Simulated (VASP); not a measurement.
A run of VASP 6.6.1:

The input INCAR:

```
PREC = Accurate
ENCUT = 520
EDIFF = 1E-8
ISMEAR = -1
SIGMA = 0.15
LREAL = F
LASPH = T
NELM = 60
ALGO = Fast
ISIF = 2
LWAVE = F
LCHARG = F
GGA = PS
IBRION = 8
NSW = 1
```

The input KPOINTS:

```
regular mesh
0
Gamma
  18 18 10
```

Contents of POSCAR:

```
Ru
1.0
    2.7103328115      0.0000000000      0.0000000000
   -1.3551664058      2.3472170675      0.0000000000
    0.0000000000      0.0000000000      4.2773322269
Ru
2
Direct
    0.3333333333      0.6666666667      0.2500000000
    0.6666666667      0.3333333333      0.7500000000
```

Potentials or basis: VASP PAW PBE potentials, release 64 (Ru_pv).

Launch:

```console
$ cat potpaw_PBE.64/Ru_pv/POTCAR > POTCAR
$ mpirun -np 1 vasp_std > vasp.out
```

Hardware: 1 thread of Intel(R) Xeon(R) 6975P-C (Granite Rapids) (shared host).

Problem. How long does it take, and how much memory?

Solution. It took 9.7 min on 1 thread of Intel(R) Xeon(R) 6975P-C (Granite Rapids), on a shared host, peak memory 0.9 GiB. Counts: scf iterations 67, k points 222.
